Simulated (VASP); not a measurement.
A run of VASP 6.6.1 is set up as follows.

INCAR

```
SYSTEM = KF
PREC = Accurate
ENCUT = 520
EDIFF = 1E-8
ISMEAR = -1
SIGMA = 0.01
LREAL = .False.
LASPH = .True.
NELM = 80
ALGO = Normal
ISIF = 2
LWAVE = .False.
LCHARG = .False.
GGA = PS
LEFG = .True.
NBANDS = 15
```

Contents of KPOINTS:

```
Automatic mesh
0
Gamma
  9 9 9
  0 0 0
```

The input POSCAR:

```
KF
1.0
    0.0267350000      2.6868675000      2.6868675000
    2.6868675000      0.0267350000      2.6868675000
    2.6868675000      2.6868675000      0.0267350000
K F
1 1
Direct
    0.0000000000      0.0000000000      0.0000000000
    0.5000000000      0.5000000000      0.5000000000
```

Potentials or basis: VASP PAW PBE potentials, release 64 (K_sv, F).

The run is started by

```console
$ cat potpaw_PBE.64/K_sv/POTCAR potpaw_PBE.64/F/POTCAR > POTCAR
$ mpirun -np 1 vasp_std > vasp.out
```

Predict the band gap on the k mesh.

6.02 eV.

Predict the pressure.

-0.7 GPa.

Stress tensor (GPa, compression positive):
```
-0.68 -0.14 -0.14
-0.14 -0.68 -0.14
-0.14 -0.14 -0.68
```

Caveat: the cell differs from its parent crystal (equal xy, yz and zx shear strains of +1 %); without QUAD_EFG the Cq values of the log hold for a quadrupole moment of 1 mb, not for the nuclei; the PAW data sets were made with another functional, which shifts forces and pressure a little; an odd mesh through Γ misses points on the zone boundary, where band edges can lie.
